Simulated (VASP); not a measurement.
# BiTe in VASP: a series of runs, part 2 of 3

VASP 6.6.1.

### 3 Electric field gradients, LDA (equal xx and yy strain of -1 %)

INCAR reads:

```
SYSTEM = BiTe
PREC = Accurate
ENCUT = 520
EDIFF = 1E-8
ISMEAR = -1
SIGMA = 0.08
LREAL = .False.
LASPH = .True.
NELM = 80
ALGO = Normal
ISIF = 2
LWAVE = .False.
LCHARG = .False.
GGA = CA
LEFG = .True.
NBANDS = 18
```

KPOINTS reads:

```
Automatic mesh
0
Gamma
  10 10 10
  0 0 0
```

POSCAR reads:

```
BiTe
1.0
    0.0000000000      3.2026500000      3.2350000000
    3.2026500000      0.0000000000      3.2350000000
    3.2026500000      3.2026500000      0.0000000000
Bi Te
1 1
Direct
    0.0000000000      0.0000000000      0.0000000000
    0.5000000000      0.5000000000      0.5000000000
```

Potentials or basis: VASP PAW LDA potentials, release 64 (Bi_d, Te).

The run is started by

```console
> cat potpaw_LDA.64/Bi_d/POTCAR potpaw_LDA.64/Te/POTCAR > POTCAR
> mpirun -np 1 vasp_std > vasp.out
```

OUTCAR:

```text
SYSTEM = BiTe
   PREC = Accurate
   ENCUT = 520
   EDIFF = 1E-8
   ISMEAR = -1
   LREAL = .False.
   LASPH = .True.
   NELM = 80
   ISIF = 2
   GGA = CA

 ion  position               nearest neighbor table
   1  0.000  0.000  0.000-   2 3.20   2 3.20   2 3.20   2 3.20   2 3.23   2 3.23
   2  0.500  0.500  0.500-   1 3.20   1 3.20   1 3.20   1 3.20   1 3.23   1 3.23

  LATTYP: Found a body centered tetragonal cell.
 ALAT       =     4.5292310655
 C/A-ratio  =     1.4284985479

  Lattice vectors:

 A1 = (  -3.2026500000,   0.0000000000,   3.2350000000)
 A2 = (   3.2026500000,   0.0000000000,   3.2350000000)
 A3 = (   0.0000000000,   3.2026500000,  -3.2350000000)

Analysis of symmetry for initial positions (statically):
=====================================================================
 Subroutine PRICEL returns:
 Original cell was already a primitive cell.

 Routine SETGRP: Setting up the symmetry group for a
 body centered tetragonal supercell.

 Subroutine GETGRP returns: Found 16 space group operations
 (whereof 16 operations were pure point group operations)
 out of a pool of 16 trial point group operations.

The static configuration has the point symmetry D_4h.

Analysis of symmetry for dynamics (positions and initial velocities):
=====================================================================
 Subroutine PRICEL returns:
 Original cell was already a primitive cell.

 Routine SETGRP: Setting up the symmetry group for a
 body centered tetragonal supercell.

 Subroutine GETGRP returns: Found 16 space group operations
 (whereof 16 operations were pure point group operations)
 out of a pool of 16 trial point group operations.

The dynamic configuration has the point symmetry D_4h.

 Subroutine INISYM returns: Found 16 space group operations
 (whereof 16 operations are pure point group operations),
 and found     1 'primitive' translations

----------------------------------------------------------------------------------------

                                     Primitive cell

  volume of cell :      66.3626

  direct lattice vectors                    reciprocal lattice vectors
     0.000000000  3.202650000  3.235000000    -0.156120713  0.156120713  0.154559505
     3.202650000  0.000000000  3.235000000     0.156120713 -0.156120713  0.154559505
     3.202650000  3.202650000  0.000000000     0.156120713  0.156120713 -0.154559505

  length of vectors
     4.552163444  4.552163444  4.529231066     0.269510657  0.269510657  0.269510657

  position of ions in fractional coordinates (direct lattice)
     0.000000000  0.000000000  0.000000000
     0.500000000  0.500000000  0.500000000

  ion indices of the primitive-cell ions
   primitive index   ion index
                 1           1
                 2           2

----------------------------------------------------------------------------------------

 KPOINTS: Automatic mesh

Automatic generation of k-mesh.
 Grid dimensions read from file:
 generate k-points for:   10   10   10

[... 65 lines left out ...]
   EDIFFG = 0.1E-06   stopping-criterion for IOM
   NSW    =      0    number of steps for IOM
   IBRION =     -1    ionic relax: 0-MD 1-quasi-New 2-CG
   NFREE  =      0    steps in history (QN), initial steepest desc. (CG)
   ISIF   =      2    stress and relaxation
   ISYM   =      2    0-nonsym 1-usesym 2-fastsym
   POTIM  = 0.5000    time-step for ionic-motion
   TEBEG  =    0.0;   TEEND  =   0.0 temperature during run
   PSTRESS=    0.0 pullay stress
   NELECT =      21.0000    total number of electrons
   NUPDOWN=      -1.0000    fix difference up-down
   EMIN   =  10.00;   EMAX   =-10.00  energy-range for DOS
   EFERMI =   0.00;   METHOD = LEGACY
   ISMEAR =    -1;   SIGMA  =   0.08  broadening in eV -4-tet -1-fermi 0-gaus
   EFERMI_NEDOS =   21; number of points for ismear=-14 and -15
   IALGO  =     38    algorithm
   IMIX   =      4    mixing-type and parameters
     AMIX     =   0.40;   BMIX     =  1.00
     AMIX_MAG =   1.60;   BMIX_MAG =  1.00
  volume/ion in A,a.u.               =      33.18       223.92
  Fermi-wavevector in a.u.,A,eV,Ry     =   1.115596  2.108170 16.933183  1.244554
  Thomas-Fermi vector in A             =   2.252202
   LORBIT       =      0    0 simple, 1 ext, 2 COOP (PROOUT), +10 PAW based schemes
   GGA     = CA    functional components
   LHFCALC =     F    Hartree Fock is set to
   AEXX    =    0.0000 exact exchange contribution
   IVDW    =     0    specifies the selected vdW correction
   LEPSILON=     F    determine dielectric tensor
   LRPA    =     F    only Hartree local field effects (RPA)
 non-spin polarized calculation
  energy-cutoff  :      520.00
  volume of cell :       66.36
 maximum number of plane-waves:      1820
 NGX is ok and might be reduce to    36
   NGX = 17   NGY = 17   NGZ = 17

 number of electron      21.0000004 magnetization

 Free energy of the ion-electron system (eV)
  ---------------------------------------------------
  ext. energy  EPLUGINS =         0.00000000
  ---------------------------------------------------
  free energy    TOTEN  =        -8.52045713 eV

  energy without entropy =       -8.49061487  energy(sigma->0) =       -8.50553600

 E-fermi :   6.6701     XC(G=0):  -9.7634

 val. band max:        6.6522081571   @ k =   0.2000   0.0000   0.1000
 cond. band min:       6.6727005075   @ k =   0.2000   0.0000   0.2000
 fundamental gap:      0.0204923503
 Fermi energy:         6.6701030435

 k-point     1 :       0.0000    0.0000    0.0000
  band No.  band energies     occupation
      1     -16.4059      2.00000
      2     -16.3978      2.00000
      3     -16.3973      2.00000
      4     -16.3914      2.00000
      5     -16.3914      2.00000
      6      -6.9890      2.00000
[... 481 lines left out ...]
      5     -16.3825      2.00000
      6      -5.6816      2.00000
[... 10 lines left out ...]
     17      15.5938      0.00000
     18      15.6803      0.00000

 [... further k-points ...]
[... 5 lines left out ...]
  --------------------------------------------------------------------------------------
  -------------------------------------------------------------------------------------
  Total       -0.6406151     -0.6406151     -0.9372209      0.0000000      0.0000000     -0.0000000
  in kB      -15.4662327    -15.4662327    -22.6271210      0.0000000      0.0000000     -0.0000000
  external PRESSURE =     -17.8531955 kB  Pullay stress =       0.0000000 kB

 VOLUME and BASIS-vectors are now :
 -----------------------------------------------------------------------------
  energy-cutoff  :      520.00
  volume of cell :       66.36
      direct lattice vectors                 reciprocal lattice vectors
     0.000000000  3.202650000  3.235000000    -0.156120713  0.156120713  0.154559505
     3.202650000  0.000000000  3.235000000     0.156120713 -0.156120713  0.154559505
     3.202650000  3.202650000  0.000000000     0.156120713  0.156120713 -0.154559505

 POSITION                                       TOTAL-FORCE (eV/Angst)
 -----------------------------------------------------------------------------------
      0.00000      0.00000      0.00000        -0.000000     -0.000000      0.000000
      3.20265      3.20265      3.23500         0.000000      0.000000      0.000000
 -----------------------------------------------------------------------------------
    total drift:                               -0.000000      0.000000      0.000000

  FREE ENERGIE OF THE ION-ELECTRON SYSTEM (eV)
  ---------------------------------------------------
  free  energy   TOTEN  =        -8.5204571295 eV

  energy  without entropy=       -8.4906148729  energy(sigma->0) =       -8.50553600

 Electric field gradients (V/A^2)
---------------------------------------------------------------------
 ion       V_xx      V_yy      V_zz      V_xy      V_xz      V_yz
---------------------------------------------------------------------
   1      11.282    11.282   -22.565    -0.001    -0.000    -0.000
   2       1.880     1.880    -3.761    -0.000    -0.000    -0.000
---------------------------------------------------------------------

 Electric field gradients after diagonalization (V/A^2)
 (convention: |V_zz| > |V_xx| > |V_yy|)
----------------------------------------------------------------------
 ion       V_xx      V_yy      V_zz     asymmetry (V_yy - V_xx)/ V_zz
----------------------------------------------------------------------
   1      11.283    11.282   -22.565       0.000
   2       1.881     1.880    -3.761       0.000
----------------------------------------------------------------------

           NMR quadrupolar parameters

 Cq : quadrupolar parameter    Cq=e*Q*V_zz/h
 eta: asymmetry parameters     (V_yy - V_xx)/ V_zz
 Q  : nuclear electric quadrupole moment in mb (millibarn)
----------------------------------------------------------------------
 ion       Cq(MHz)       eta       Q (mb)
----------------------------------------------------------------------
   1      -0.055       0.000       1.000
   2      -0.009       0.000       1.000
----------------------------------------------------------------------
```

Run time: 90 s. Hardware: 1 thread of AMD EPYC 9R45 (Zen 5), shared host; peak memory 0.23 GiB.

What came out:

```yaml
Free_energy: -8.5205 eV
Pressure: -1.8 GPa
```

Levels at points of the mesh, in eV from the Fermi level:
```csv
k point,band 7,band 8,band 9,band 10,band 11,band 12,band 13,band 14
"(0.00, 0.00, 0.00)",-8.08,-2.61,-2.61,-2.47,2.02,2.25,2.25,4.62
"(0.50, 0.00, 0.00)",-11.32,-1.92,-1.90,-1.56,-0.86,-0.66,-0.64,7.33
"(0.50, 0.50, 0.00)",-9.89,-5.75,-4.07,-4.07,2.19,3.68,3.68,4.96
"(0.50, 0.00, 0.50)",-10.00,-5.78,-4.15,-4.02,2.17,3.53,3.77,5.11
```

Electric field gradients, principal values (V/Å²):
```csv
atom,least,middle,greatest (by size)
1 Bi,11.282,11.283,-22.565
2 Te,1.880,1.881,-3.761
```

Caveat: the cell differs from its parent crystal (equal xx and yy strain of -1 %); without QUAD_EFG the Cq values of the log hold for a quadrupole moment of 1 mb, not for the nuclei; spin-orbit coupling is left out, which moves the levels of the heavy elements.

### 4 Electric field gradients, LDA (equal xx and yy strain of -1 %)

INCAR reads:

```
PREC = Accurate
ENCUT = 520
EDIFF = 1E-8
ISMEAR = -1
SIGMA = 0.08
LREAL = False
LASPH = True
NELM = 100
ALGO = Normal
ISIF = 2
LWAVE = False
LCHARG = False
GGA = CA
LEFG = True
NBANDS = 18
```

KPOINTS reads:

```
regular mesh
0
Gamma
  10 10 10
```

POSCAR is that of step 3.

Potentials or basis: VASP PAW LDA potentials, release 64 (Bi_d, Te).

The run is started by

```console
> cat potpaw_LDA.64/Bi_d/POTCAR potpaw_LDA.64/Te/POTCAR > POTCAR
> mpirun -np 1 vasp_std > vasp.out
```

OUTCAR:

```text
PREC = Accurate
   ENCUT = 520
   EDIFF = 1E-8
   ISMEAR = -1
   LREAL = False
   LASPH = True
   NELM = 100
   ISIF = 2
   GGA = CA

 ion  position               nearest neighbor table
   1  0.000  0.000  0.000-   2 3.20   2 3.20   2 3.20   2 3.20   2 3.23   2 3.23
   2  0.500  0.500  0.500-   1 3.20   1 3.20   1 3.20   1 3.20   1 3.23   1 3.23

  LATTYP: Found a body centered tetragonal cell.
 ALAT       =     4.5292310655
 C/A-ratio  =     1.4284985479

  Lattice vectors:

 A1 = (  -3.2026500000,   0.0000000000,   3.2350000000)
 A2 = (   3.2026500000,   0.0000000000,   3.2350000000)
 A3 = (   0.0000000000,   3.2026500000,  -3.2350000000)

Analysis of symmetry for initial positions (statically):
=====================================================================
 Subroutine PRICEL returns:
 Original cell was already a primitive cell.

 Routine SETGRP: Setting up the symmetry group for a
 body centered tetragonal supercell.

 Subroutine GETGRP returns: Found 16 space group operations
 (whereof 16 operations were pure point group operations)
 out of a pool of 16 trial point group operations.

The static configuration has the point symmetry D_4h.

Analysis of symmetry for dynamics (positions and initial velocities):
=====================================================================
 Subroutine PRICEL returns:
 Original cell was already a primitive cell.

 Routine SETGRP: Setting up the symmetry group for a
 body centered tetragonal supercell.

 Subroutine GETGRP returns: Found 16 space group operations
 (whereof 16 operations were pure point group operations)
 out of a pool of 16 trial point group operations.

[... 151 lines left out ...]
 cond. band min:       6.6727005075   @ k =   0.2000   0.0000   0.2000
 fundamental gap:      0.0204923503
 Fermi energy:         6.6701030435

 k-point     1 :       0.0000    0.0000    0.0000
  band No.  band energies     occupation
      1     -16.4059      2.00000
      2     -16.3978      2.00000
      3     -16.3973      2.00000
      4     -16.3914      2.00000
      5     -16.3914      2.00000
      6      -6.9890      2.00000
[... 481 lines left out ...]
      5     -16.3825      2.00000
      6      -5.6816      2.00000
[... 10 lines left out ...]
     17      15.5938      0.00000
     18      15.6803      0.00000

 [... further k-points ...]
[... 5 lines left out ...]
  --------------------------------------------------------------------------------------
  -------------------------------------------------------------------------------------
  Total       -0.6406151     -0.6406151     -0.9372209      0.0000000      0.0000000     -0.0000000
  in kB      -15.4662327    -15.4662327    -22.6271210      0.0000000      0.0000000     -0.0000000
  external PRESSURE =     -17.8531955 kB  Pullay stress =       0.0000000 kB

 VOLUME and BASIS-vectors are now :
 -----------------------------------------------------------------------------
  energy-cutoff  :      520.00
  volume of cell :       66.36
      direct lattice vectors                 reciprocal lattice vectors
     0.000000000  3.202650000  3.235000000    -0.156120713  0.156120713  0.154559505
     3.202650000  0.000000000  3.235000000     0.156120713 -0.156120713  0.154559505
     3.202650000  3.202650000  0.000000000     0.156120713  0.156120713 -0.154559505

 POSITION                                       TOTAL-FORCE (eV/Angst)
 -----------------------------------------------------------------------------------
      0.00000      0.00000      0.00000        -0.000000     -0.000000      0.000000
      3.20265      3.20265      3.23500         0.000000      0.000000      0.000000
 -----------------------------------------------------------------------------------
    total drift:                               -0.000000      0.000000      0.000000

  FREE ENERGIE OF THE ION-ELECTRON SYSTEM (eV)
  ---------------------------------------------------
  free  energy   TOTEN  =        -8.5204571295 eV

  energy  without entropy=       -8.4906148729  energy(sigma->0) =       -8.50553600

 Electric field gradients (V/A^2)
---------------------------------------------------------------------
 ion       V_xx      V_yy      V_zz      V_xy      V_xz      V_yz
---------------------------------------------------------------------
   1      11.282    11.282   -22.565    -0.001    -0.000    -0.000
   2       1.880     1.880    -3.761    -0.000    -0.000    -0.000
---------------------------------------------------------------------

 Electric field gradients after diagonalization (V/A^2)
 (convention: |V_zz| > |V_xx| > |V_yy|)
----------------------------------------------------------------------
 ion       V_xx      V_yy      V_zz     asymmetry (V_yy - V_xx)/ V_zz
----------------------------------------------------------------------
   1      11.283    11.282   -22.565       0.000
   2       1.881     1.880    -3.761       0.000
----------------------------------------------------------------------

           NMR quadrupolar parameters

 Cq : quadrupolar parameter    Cq=e*Q*V_zz/h
 eta: asymmetry parameters     (V_yy - V_xx)/ V_zz
 Q  : nuclear electric quadrupole moment in mb (millibarn)
----------------------------------------------------------------------
 ion       Cq(MHz)       eta       Q (mb)
----------------------------------------------------------------------
   1      -0.055       0.000       1.000
   2      -0.009       0.000       1.000
----------------------------------------------------------------------
```

OSZICAR:

```text
N       E                     dE             d eps       ncg     rms          rms(c)
DAV:   1     0.158858618855E+03    0.15886E+03   -0.99169E+03  3704   0.113E+03
DAV:   2     0.362321347805E+01   -0.15524E+03   -0.15092E+03  3892   0.306E+02
DAV:   3    -0.820706651960E+01   -0.11830E+02   -0.11727E+02  4514   0.898E+01
DAV:   4    -0.853696711317E+01   -0.32990E+00   -0.32952E+00  4484   0.161E+01
DAV:   5    -0.855153822975E+01   -0.14571E-01   -0.14570E-01  5110   0.320E+00    0.654E+00
DAV:   6    -0.852247567869E+01    0.29063E-01   -0.77078E-02  5390   0.180E+00    0.406E+00
DAV:   7    -0.852103844887E+01    0.14372E-02   -0.20195E-02  4416   0.783E-01    0.471E-01
DAV:   8    -0.852043079556E+01    0.60765E-03   -0.36926E-03  4722   0.424E-01    0.911E-02
DAV:   9    -0.852045699978E+01   -0.26204E-04   -0.34530E-04  4058   0.106E-01    0.410E-02
DAV:  10    -0.852045741477E+01   -0.41498E-06   -0.13502E-05  4912   0.208E-02    0.259E-02
DAV:  11    -0.852045727501E+01    0.13975E-06   -0.29972E-06  4942   0.935E-03    0.522E-03
DAV:  12    -0.852045712867E+01    0.14635E-06   -0.56427E-07  4738   0.613E-03    0.570E-04
DAV:  13    -0.852045712954E+01   -0.86766E-09   -0.64662E-08  4172   0.141E-03
   1 F= -.85204571E+01 E0= -.85055360E+01  d E =-.298423E-01
```

Wall time 86 s (1 thread of AMD EPYC 9R45 (Zen 5), shared host); peak memory 0.23 GiB.

Results:

```yaml
Free_energy: -8.5205 eV
Pressure: -1.8 GPa
```

Stress tensor (GPa, compression positive):
```
-1.55  0.00  0.00
 0.00 -1.55  0.00
 0.00  0.00 -2.26
```

Levels at points of the mesh, in eV from the Fermi level:
| k point | band 8 | band 9 | band 10 | band 11 | band 12 | band 13 |
| --- | --- | --- | --- | --- | --- | --- |
| (0.00, 0.00, 0.00) | -2.61 | -2.61 | -2.47 | 2.02 | 2.25 | 2.25 |
| (0.50, 0.00, 0.00) | -1.92 | -1.90 | -1.56 | -0.86 | -0.66 | -0.64 |
| (0.50, 0.50, 0.00) | -5.75 | -4.07 | -4.07 | 2.19 | 3.68 | 3.68 |
| (0.50, 0.00, 0.50) | -5.78 | -4.15 | -4.02 | 2.17 | 3.53 | 3.77 |

Electric field gradients, principal values (V/Å²):
```csv
atom,least,middle,greatest (by size)
1 Bi,11.282,11.283,-22.565
2 Te,1.880,1.881,-3.761
```

Caveat: the cell differs from its parent crystal (equal xx and yy strain of -1 %); without QUAD_EFG the Cq values of the log hold for a quadrupole moment of 1 mb, not for the nuclei; spin-orbit coupling is left out, which moves the levels of the heavy elements.

[end of part 2 of 3]
